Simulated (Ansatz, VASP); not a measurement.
**LiMgBN2 in VASP and in Ansatz**

The input INCAR:

```
SYSTEM = LiMgBN2
PREC = Accurate
ENCUT = 520
EDIFF = 1E-7
ISMEAR = 0
SIGMA = 0.05
LREAL = .False.
LASPH = .True.
NELM = 60
ALGO = Normal
ISIF = 2
LWAVE = .False.
LCHARG = .False.
GGA = PS
NBANDS = 17
```

Contents of KPOINTS:

```
Automatic mesh
0
Gamma
  8 8 8
  0 0 0
```

File POSCAR:

```
LiMgBN2
1.0
   -1.9736399479      1.9736399479      4.6213281660
    1.9736399479     -1.9736399479      4.6213281660
    1.9736399479      1.9736399479     -4.6213281660
Li Mg B N
1 1 1 2
Direct
    0.2500000000      0.7500000000      0.5000000000
    0.7500000000      0.2500000000      0.5000000000
    0.5000000000      0.5000000000      0.0000000000
    0.6608378126      0.6608378126      0.0000000000
    0.3391621874      0.3391621874      0.0000000000
```

Input for Ansatz:

```yaml
crystal:
  lattice:
    - [-1.9736399479, 1.9736399479, 4.621328166]
    - [1.9736399479, -1.9736399479, 4.621328166]
    - [1.9736399479, 1.9736399479, -4.621328166]
  atoms:
    - { symbol: Li, position: [0.25, 0.75, 0.5] }
    - { symbol: Mg, position: [0.75, 0.25, 0.5] }
    - { symbol: B, position: [0.5, 0.5, 0.0] }
    - { symbol: "N", position: [0.6608378126, 0.6608378126, 0.0] }
    - { symbol: "N", position: [0.3391621874, 0.3391621874, 0.0] }
basis:
  ecutwfc: 520.0
kpoints:
  mp_grid: { grid: [8, 8, 8] }
hamiltonian:
  xc: pbesol
  pseudopotentials: { kind: paw }
scf:
  occupations: { method: gaussian, width: 0.05 }
output:
  forces: true
  stress: true
  eigenvalues: true
```

Alike in both runs: task single point; functional PBEsol; k mesh 8 × 8 × 8; occupations gaussian, width 0.05 eV; no spin polarisation.

|  | VASP | Ansatz |
| --- | --- | --- |
| version | VASP 6.6.1 | Ansatz 0.2.0 |
| potentials or method | VASP PAW PBE potentials, release 64 (Li_sv, Mg, B, N), cutoff 520 eV | scalar-relativistic, plane waves, PAW |
| valence electrons in the cell | 18 | 26 |

|  | VASP | Ansatz | Ansatz less VASP |
| --- | --- | --- | --- |
| gap on the k mesh at the Fermi level (eV) | 2.05 | 2.05 | +0.003 |
| least direct gap on the mesh (eV) | 3.27 | 3.27 | +0.002 |
| rms of the force components (eV/Å) | 1.713 | 1.725 | +0.0126 |

VASP's potentials were made for PBE, not for PBEsol. Atom by atom the forces differ by 0.013 eV/Å (rms over components). With one functional, cell and mesh, what is left measures potentials, basis and numerics. VASP's potentials hold 18 valence electrons a cell and Ansatz's 26, so a difference there can come from the potentials and not from the codes.

Noted on VASP's run: the cutoff is short for stress, so the pressure is rough.
